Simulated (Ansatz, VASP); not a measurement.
**Cs in VASP and in Ansatz**

```xyz
1
Lattice="-2.6459 2.6459 3.9019 2.6459 -2.6459 3.9019 2.6459 2.6459 -3.9019" Properties=species:S:1:pos:R:3 pbc="T T T"
Cs    0.0000    0.0000    0.0000
```

Alike in both runs: functional PBEsol; k mesh 14 × 14 × 14; occupations gaussian, width 0.1 eV; no spin polarisation.

Ansatz relaxed the structure, and its values are those at the end. VASP's run is a single point on that final structure, the one shown.

```csv
,VASP,Ansatz
version,VASP 6.6.1,Ansatz 0.2.0
potentials or method,"VASP PAW PBE potentials, release 64 (Cs_sv), cutoff 500 eV","scalar-relativistic, plane waves, PAW"
valence electrons in the cell,9,9
```

|  | VASP | Ansatz | Ansatz less VASP |
| --- | --- | --- | --- |
| gap on the k mesh at the Fermi level (eV) | none | none | - |
| pressure (GPa) | 0.0 | 0.0 | +0.01 |

VASP's potentials were made for PBE, not for PBEsol. A gap of «none» marks a metal or a gap that the smearing closes.

Spin-orbit coupling is off throughout.
